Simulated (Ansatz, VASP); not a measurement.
**Rb3Hg: VASP beside Ansatz**

```
Rb Hg
1.0
     7.10912    0.00000    0.00000
     3.55456    6.15668    0.00000
     3.55456    2.05223    5.80457
Rb Hg
3 1
Direct
  0.25000 0.25000 0.25000
  0.75000 0.75000 0.75000
  0.50000 0.50000 0.50000
  0.00000 0.00000 0.00000
```

Alike in both runs: task single point; functional LDA; k mesh 4 × 4 × 4; no spin polarisation.

|  | VASP | Ansatz |
| --- | --- | --- |
| version | VASP 6.6.1 | Ansatz 0.2.0 |
| potentials or method | VASP PAW LDA potentials, release 64 (Rb_sv, Hg) | plane waves, PAW |
| plane-wave cutoff (eV) | 520 | 420 |
| occupations | methfessel-paxton of order 1, width 0.1 eV | cold |
| valence electrons in the cell | 39 | 47 |

|  | VASP | Ansatz | Ansatz less VASP |
| --- | --- | --- | --- |
| gap on the k mesh at the Fermi level (eV) | none | none | - |
| pressure (GPa) | -0.8 | -0.8 | +0.01 |

LDA's correlation is that of Perdew and Zunger in VASP and of Perdew and Wang (1992) in Ansatz. A gap of «none» marks a metal or a gap that the smearing closes. VASP's potentials hold 39 valence electrons a cell and Ansatz's 47, so a difference there can come from the potentials and not from the codes.

Neither program's run includes spin-orbit coupling.
